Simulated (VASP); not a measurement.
Write the native input for VASP 6.6.1 that does the following.

```yaml
Task: single point
Functional: LDA
Potentials_or_basis: VASP PAW LDA potentials, release 64 (Na_pv, Fe, O)
Cutoff: 520 eV
k_mesh: 7 × 7 × 7
Occupations: fermi-dirac, width 0.1 eV
Spin: collinear spin, ferromagnetic start
Starting_moments: "[0.0, 2.4, 0.0, 0.0, 0.0] μB"
Hubbard_terms: Fe d U = 2.0 eV
Dipole_correction: no
Further_INCAR_settings: ALGO = Normal; EDIFF = 1e-06; NBANDS = 28
```

The structure of NaFeO3 lies in POSCAR:

```
NaFeO3
1.0
    3.8304800000      0.0000000000      0.0000000000
    0.0000000000      3.8304800000      0.0000000000
    0.0000000000      0.0000000000      3.8304800000
Na Fe O
1 1 3
Direct
    0.0000000000      0.0000000000      0.0000000000
    0.5000000000      0.5000000000      0.5000000000
    0.5000000000      0.5000000000      0.0000000000
    0.5000000000      0.0000000000      0.5000000000
    0.0000000000      0.5000000000      0.5000000000
```

The input as run:

INCAR

```
ALGO = Normal
EDIFF = 1E-6
ENCUT = 520
GGA = CA
ISIF = 2
ISMEAR = -1
ISPIN = 2
LASPH = T
LCHARG = F
LDAU = T
LDAUJ = 0 0 0
LDAUL = -1 2 -1
LDAUPRINT = 1
LDAUTYPE = 2
LDAUU = 0 2 0
LMAXMIX = 4
LORBIT = 11
LREAL = F
LWAVE = F
MAGMOM = 0 2.4 0 0 0
NBANDS = 28
NELM = 150
PREC = Accurate
SIGMA = 0.1
```

KPOINTS

```
k-points
0
Gamma
  7 7 7
```

Potentials or basis: VASP PAW LDA potentials, release 64 (Na_pv, Fe, O).

Command:

```console
$ cat potpaw_LDA.64/Na_pv/POTCAR potpaw_LDA.64/Fe/POTCAR potpaw_LDA.64/O/POTCAR > POTCAR
$ mpirun -np 1 vasp_std > vasp.out
```

It gave:

| Item | Value |
| --- | --- |
| Pressure | -17.0 GPa |
| Net moment | 4.35 μB per cell |
| Site moments | Na +0.00; Fe +2.96; O +0.36 μB |
| Valence electrons inside the program's atomic spheres | Na 6.01; Fe 7.11; O 4.87 |

Caveat: a cell with one magnetic atom can't hold antiferromagnetic order, which such compounds often take.

Run time: 50 s on 1 thread of Intel(R) Xeon(R) Platinum 8375C CPU @ 2.90GHz (Ice Lake), with other jobs on the host, peak memory 0.17 GiB.
